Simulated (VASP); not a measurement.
**TaN: single point with PBE+D3(BJ)**

TaN:

```
CELL_PARAMETERS angstrom
2.92852 0.00000 0.00000
-1.46426 2.53617 0.00000
0.00000 0.00000 2.88079
ATOMIC_POSITIONS crystal
Ta 0.33333 0.66667 0.50000
N 0.00000 0.00000 0.00000
```

```json
{
 "Program": "VASP 6.6.1",
 "Task": "single point",
 "Functional": "PBE",
 "Dispersion": "D3(BJ)",
 "Potentials or basis": "VASP PAW PBE potentials, release 64 (Ta_pv, N)",
 "Cutoff": "520 eV",
 "k mesh": "18 × 18 × 14",
 "Occupations": "gaussian, width 0.1 eV",
 "Spin": "no spin polarisation",
 "Dipole correction": "no",
 "Further INCAR settings": "ALGO = Normal; EDIFF = 1e-07; NBANDS = 15"
}
```

```yaml
Pressure: 0.7 GPa
Band_gap_on_the_k_mesh: zero (band 8 reaches 8.54 eV, above the bottom of band 9 at 8.24 eV)
Dispersion_energy_per_atom: -0.469 eV
```

Stress tensor (GPa, compression positive):
```
0.69 0.00 0.00
0.00 0.69 0.00
0.00 0.00 0.86
```

Levels at points of the mesh, in eV from the Fermi level:
```csv
k point,band 6,band 7,band 8,band 9,band 10,band 11
"(0.00, 0.00, 0.00)",-4.57,-4.24,-2.94,2.30,3.61,3.61
"(0.50, 0.00, 0.00)",-5.24,-3.50,-3.18,3.04,4.09,5.26
"(0.00, 0.00, 0.50)",-3.75,-3.75,-0.08,-0.08,2.40,3.38
"(0.50, 0.00, 0.50)",-6.21,-5.70,-0.35,4.22,5.43,6.10
```

Run time: 61 s on 1 thread of Intel(R) Xeon(R) Platinum 8488C (Sapphire Rapids) (shared host), peak memory 0.23 GiB.

Caveat: spin-orbit coupling is left out, which moves the levels of the heavy elements; pairwise dispersion overbinds metals, which lowers pressure and volume.
